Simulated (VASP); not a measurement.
# TlBr (Pm-3m) in VASP: further runs

Runs on TlBr. Level: PBEsol. Tasks: single point.

All numbers are computed with VASP 6.6.1; they aren't measurements. Logs are shortened: lines on timing, memory, paths and dates and some standing lists are left out, and cuts for length are marked.

## (1) The cell of the first run

Symmetry: Pm-3m, No. 221, cubic system. The conventional cell has a = 3.895 Å, b = 3.895 Å, c = 3.895 Å, α = 90.00°, β = 90.00°, γ = 90.00°. Within 4.4 Å of Tl (site symmetry m-3m) lie 8 Br at 3.37 Å and 6 Tl at 3.89 Å. Within 4.4 Å of Br (site symmetry m-3m) lie 8 Tl at 3.37 Å and 6 Br at 3.89 Å.

## (2) Single point, PBEsol, non-collinear spin, zero start, spin-orbit coupling

File INCAR:

```
ALGO = Normal
EDIFF = 1E-6
ENCUT = 500
GGA = PS
GGA_COMPAT = F
ISIF = 2
ISMEAR = 0
LASPH = T
LCHARG = F
LNONCOLLINEAR = T
LORBIT = 11
LORBMOM = T
LREAL = F
LSORBIT = T
LWAVE = F
MAGMOM = 0 0 0 0 0 0
NBANDS = 32
NELM = 200
PREC = Accurate
SIGMA = 0.01
```

File KPOINTS:

```
k-points
0
Gamma
  6 6 6
```

File POSCAR:

```
TlBr
1.0
    3.8949598866      0.0000000000      0.0000000000
    0.0000000000      3.8949598866      0.0000000000
    0.0000000000      0.0000000000      3.8949598866
Tl Br
1 1
Direct
    0.0000000000      0.0000000000      0.0000000000
    0.5000000000      0.5000000000      0.5000000000
```

Potentials or basis: VASP PAW PBE potentials, release 64 (Tl_d, Br).

The run is started by

```
$ cat potpaw_PBE.64/Tl_d/POTCAR potpaw_PBE.64/Br/POTCAR > POTCAR
$ mpirun -np 1 vasp_ncl > vasp.out
```

OUTCAR:

```text
EDIFF = 1E-6
   ENCUT = 500
   GGA = PS
   ISIF = 2
   ISMEAR = 0
   LASPH = T
   LNONCOLLINEAR = T
   LORBIT = 11
   LREAL = F
   LSORBIT = T
   NELM = 200
   PREC = Accurate

 ion  position               nearest neighbor table
   1  0.000  0.000  0.000-   2 3.37   2 3.37   2 3.37   2 3.37   2 3.37   2 3.37   2 3.37   2 3.37

   2  0.500  0.500  0.500-   1 3.37   1 3.37   1 3.37   1 3.37   1 3.37   1 3.37   1 3.37   1 3.37

  LATTYP: Found a simple cubic cell.
 ALAT       =     3.8949598866

  Lattice vectors:

 A1 = (   3.8949598866,   0.0000000000,   0.0000000000)
 A2 = (   0.0000000000,   3.8949598866,   0.0000000000)
 A3 = (   0.0000000000,   0.0000000000,   3.8949598866)

Analysis of symmetry for initial positions (statically):
=====================================================================
 Subroutine PRICEL returns:
 Original cell was already a primitive cell.

 Routine SETGRP: Setting up the symmetry group for a
 simple cubic supercell.

 Subroutine GETGRP returns: Found 48 space group operations
 (whereof 48 operations were pure point group operations)
 out of a pool of 48 trial point group operations.

The static configuration has the point symmetry O_h .

Analysis of symmetry for dynamics (positions and initial velocities):
=====================================================================
 Subroutine PRICEL returns:
 Original cell was already a primitive cell.

 Routine SETGRP: Setting up the symmetry group for a
 simple cubic supercell.

 Subroutine GETGRP returns: Found 48 space group operations
 (whereof 48 operations were pure point group operations)
 out of a pool of 48 trial point group operations.

The dynamic configuration has the point symmetry O_h .

Analysis of structural, dynamic, and magnetic symmetry:
=====================================================================
 Subroutine PRICEL returns:
 Original cell was already a primitive cell.

 Routine SETGRP: Setting up the symmetry group for a
 simple cubic supercell.

 Subroutine GETGRP returns: Found 48 space group operations
 (whereof 48 operations were pure point group operations)
 out of a pool of 48 trial point group operations.

The overall configuration has the point symmetry O_h .

 Subroutine INISYM returns: Found 48 space group operations
 (whereof 48 operations are pure point group operations),
 and found     1 'primitive' translations

----------------------------------------------------------------------------------------

                                     Primitive cell

  volume of cell :      59.0893

  direct lattice vectors                    reciprocal lattice vectors
     3.894959887  0.000000000  0.000000000     0.256742054  0.000000000  0.000000000
     0.000000000  3.894959887  0.000000000     0.000000000  0.256742054  0.000000000
     0.000000000  0.000000000  3.894959887     0.000000000  0.000000000  0.256742054

  length of vectors
     3.894959887  3.894959887  3.894959887     0.256742054  0.256742054  0.256742054

  position of ions in fractional coordinates (direct lattice)
     0.000000000  0.000000000  0.000000000
     0.500000000  0.500000000  0.500000000

  ion indices of the primitive-cell ions
   primitive index   ion index
                 1           1
                 2           2

----------------------------------------------------------------------------------------

 KPOINTS: k-points

Automatic generation of k-mesh.
 Grid dimensions read from file:
 generate k-points for:    6    6    6

 Generating k-lattice:

  Cartesian coordinates                     Fractional coordinates (reciprocal lattice)
     0.042790342  0.000000000  0.000000000     0.166666667  0.000000000  0.000000000
     0.000000000  0.042790342  0.000000000     0.000000000  0.166666667  0.000000000
[... 92 lines left out ...]
 number of electron      20.0000006 magnetization       0.0000000     -0.0000000      0.0000000

 number of electron      20.0000006 magnetization      -0.0000000      0.0000000     -0.0000000

 Free energy of the ion-electron system (eV)
  ---------------------------------------------------
  ext. energy  EPLUGINS =         0.00000000
  ---------------------------------------------------
  free energy    TOTEN  =        -6.25022493 eV

  energy without entropy =       -6.25022493  energy(sigma->0) =       -6.25022493

 E-fermi :   3.0571     XC(G=0):  -9.4953

 val. band max:        2.9999819351   @ k =   0.5000   0.0000   0.0000
 cond. band min:       3.9475613040   @ k =   0.5000   0.5000   0.5000
 fundamental gap:      0.9475793690
 Fermi energy:         3.0571218541

 k-point     1 :       0.0000    0.0000    0.0000
  band No.  band energies     occupation
      1     -11.2158      1.00000
      2     -11.2158      1.00000
      3      -8.4149      1.00000
      4      -8.4149      1.00000
      5      -8.4149      1.00000
      6      -8.4149      1.00000
[... 689 lines left out ...]
     31      16.0987      0.00000
     32      16.0987      0.00000

------------------------ aborting loop because EDIFF is reached ----------------------------------------

  FORCE on cell =-STRESS in cart. coord.  units (eV):
  Direction    XX          YY          ZZ          XY          YZ          ZX
  --------------------------------------------------------------------------------------
  -------------------------------------------------------------------------------------
  Total        0.0998258      0.0998258      0.0998258      0.0000000      0.0000000     -0.0000000
  in kB        2.7067273      2.7067273      2.7067273      0.0000000      0.0000000     -0.0000000
  external PRESSURE =       2.7067273 kB  Pullay stress =       0.0000000 kB

 VOLUME and BASIS-vectors are now :
 -----------------------------------------------------------------------------
  energy-cutoff  :      500.00
  volume of cell :       59.09
      direct lattice vectors                 reciprocal lattice vectors
     3.894959887  0.000000000  0.000000000     0.256742054  0.000000000  0.000000000
     0.000000000  3.894959887  0.000000000     0.000000000  0.256742054  0.000000000
     0.000000000  0.000000000  3.894959887     0.000000000  0.000000000  0.256742054

 POSITION                                       TOTAL-FORCE (eV/Angst)
 -----------------------------------------------------------------------------------
      0.00000      0.00000      0.00000         0.000000      0.000000      0.000000
      1.94748      1.94748      1.94748         0.000000      0.000000      0.000000
 -----------------------------------------------------------------------------------
    total drift:                               -0.000000      0.000000      0.000000

  FREE ENERGIE OF THE ION-ELECTRON SYSTEM (eV)
  ---------------------------------------------------
  free  energy   TOTEN  =        -6.2502249311 eV

  energy  without entropy=       -6.2502249311  energy(sigma->0) =       -6.25022493

 orbital moment (x)

 # of ion     p       d       tot
 ----------------------------------------
  1        -0.000  -0.000  -0.000
  2         0.000  -0.000   0.000
 ----------------------------------------
            0.000  -0.000  -0.000

 orbital moment (y)

 # of ion     p       d       tot
 ----------------------------------------
  1         0.000  -0.000  -0.000
  2        -0.000  -0.000  -0.000
 ----------------------------------------
            0.000  -0.000  -0.000

 orbital moment (z)

 # of ion     p       d       tot
 ----------------------------------------
  1         0.000  -0.000  -0.000
  2         0.000   0.000   0.000
 ----------------------------------------
            0.000  -0.000  -0.000

 Spin-Orbit-Coupling matrix elements

 Ion:    1  E_soc:     -0.3874668
 l=   1
     0.0000000    -0.0157144    -0.0157144
    -0.0157144     0.0000000    -0.0157144
    -0.0157144    -0.0157144     0.0000000
 l=   2
     0.0000000    -0.0096996     0.0000000    -0.0096996    -0.0391639
    -0.0096996     0.0000000    -0.0293729    -0.0096996    -0.0097910
     0.0000000    -0.0293729     0.0000000    -0.0293729     0.0000000
    -0.0096996    -0.0096996    -0.0293729     0.0000000    -0.0097910
    -0.0391639    -0.0097910     0.0000000    -0.0097910     0.0000000
 l=   3
     0.0000000     0.0000000     0.0000000     0.0000000     0.0000000     0.0000000     0.0000000
     0.0000000     0.0000000     0.0000000     0.0000000     0.0000000     0.0000000     0.0000000
     0.0000000     0.0000000     0.0000000     0.0000000     0.0000000     0.0000000     0.0000000
     0.0000000     0.0000000     0.0000000     0.0000000     0.0000000     0.0000000     0.0000000
     0.0000000     0.0000000     0.0000000     0.0000000     0.0000000     0.0000000     0.0000000
     0.0000000     0.0000000     0.0000000     0.0000000     0.0000000     0.0000000     0.0000000
     0.0000000     0.0000000     0.0000000     0.0000000     0.0000000     0.0000000     0.0000000

 Ion:    2  E_soc:     -0.0613001
 l=   1
     0.0000000    -0.0102167    -0.0102167
    -0.0102167     0.0000000    -0.0102167
    -0.0102167    -0.0102167     0.0000000
 l=   2
     0.0000000    -0.0000007     0.0000000    -0.0000007     0.0000007
    -0.0000007     0.0000000     0.0000005    -0.0000007     0.0000002
     0.0000000     0.0000005     0.0000000     0.0000005     0.0000000
    -0.0000007    -0.0000007     0.0000005     0.0000000     0.0000002
     0.0000007     0.0000002     0.0000000     0.0000002     0.0000000
 l=   3
     0.0000000     0.0000000     0.0000000     0.0000000     0.0000000     0.0000000     0.0000000
     0.0000000     0.0000000     0.0000000     0.0000000     0.0000000     0.0000000     0.0000000
     0.0000000     0.0000000     0.0000000     0.0000000     0.0000000     0.0000000     0.0000000
     0.0000000     0.0000000     0.0000000     0.0000000     0.0000000     0.0000000     0.0000000
     0.0000000     0.0000000     0.0000000     0.0000000     0.0000000     0.0000000     0.0000000
     0.0000000     0.0000000     0.0000000     0.0000000     0.0000000     0.0000000     0.0000000
     0.0000000     0.0000000     0.0000000     0.0000000     0.0000000     0.0000000     0.0000000

 total charge

# of ion       s       p       d       tot
------------------------------------------
    1        1.295   0.157   9.664  11.117
    2        1.610   3.199   0.010   4.818
--------------------------------------------------
tot          2.905   3.356   9.674  15.935

 magnetization (x)

# of ion       s       p       d       tot
------------------------------------------
    1        0.000   0.000  -0.000   0.000
    2        0.000   0.000   0.000   0.000
--------------------------------------------------
tot          0.000   0.000   0.000   0.000

 magnetization (y)

# of ion       s       p       d       tot
------------------------------------------
    1        0.000   0.000   0.000   0.000
    2        0.000   0.000   0.000   0.000
--------------------------------------------------
tot          0.000   0.000   0.000   0.000

 magnetization (z)

# of ion       s       p       d       tot
------------------------------------------
    1        0.000   0.000   0.000   0.000
    2        0.000   0.000   0.000   0.000
--------------------------------------------------
tot          0.000   0.000   0.000   0.000
```

Wall time 35 s (1 thread of Intel Xeon 6975P-C (Granite Rapids), shared host); peak memory 0.26 GiB.

Results:

```yaml
Free_energy: -6.2502 eV
Pressure: 0.3 GPa
Net_moment: 0.00 μB per cell
Valence_electrons_inside_the_program's_atomic_spheres: Tl 11.12; Br 4.82
```

Moments on the atoms (μB; x, y, z):
```
Tl  0.00 0.00 0.00
Br  0.00 0.00 0.00
```

Caveat: the PAW data sets were made with another functional, which shifts forces and pressure a little.

## (3) Single point, PBEsol, non-collinear spin, zero start, spin-orbit coupling

This run uses another cell than the first one, of 29.99 Å³/atom, 1.015 times its volume.

File INCAR:

```
SYSTEM = TlBr
PREC = Accurate ; ENCUT = 500
EDIFF = 1E-6 ; ISMEAR = 0
SIGMA = 0.01 ; LREAL = .False.
LASPH = .True. ; NELM = 200
ALGO = Normal ; ISIF = 2
LWAVE = .False. ; LCHARG = .True.
MAGMOM = 0 0 0 0 0 0 ; LORBIT = 11
LSORBIT = .True. ; GGA_COMPAT = .False.
LORBMOM = .True. ; GGA = PS
LVHAR = .True. ; NBANDS = 32
```

File KPOINTS:

```
Automatic mesh
0
Gamma
  6 6 6
  0 0 0
```

File POSCAR:

```
TlBr
1.0
    3.9145325493      0.0000000000      0.0000000000
    0.0000000000      3.9145325493      0.0000000000
    0.0000000000      0.0000000000      3.9145325493
Tl Br
1 1
Direct
    0.0000000000      0.0000000000      0.0000000000
    0.5000000000      0.5000000000      0.5000000000
```

Potentials or basis: VASP PAW PBE potentials, release 64 (Tl_d, Br).

The run is started by

```
$ cat potpaw_PBE.64/Tl_d/POTCAR potpaw_PBE.64/Br/POTCAR > POTCAR
$ mpirun -np 1 vasp_ncl > vasp.out
```

Wall time 44 s (1 thread of Intel Xeon 6975P-C (Granite Rapids), shared host); peak memory 0.3 GiB.

Results (log left out):

```yaml
Free_energy: -6.2507 eV
Pressure: -0.1 GPa
Net_moment: 0.00 μB per cell
Valence_electrons_inside_the_program's_atomic_spheres: Tl 11.11; Br 4.82
```

Moments on the atoms (μB; x, y, z):
```
Tl  0.00 0.00 0.00
Br  0.00 0.00 0.00
```

Caveat: the PAW data sets were made with another functional, which shifts forces and pressure a little.
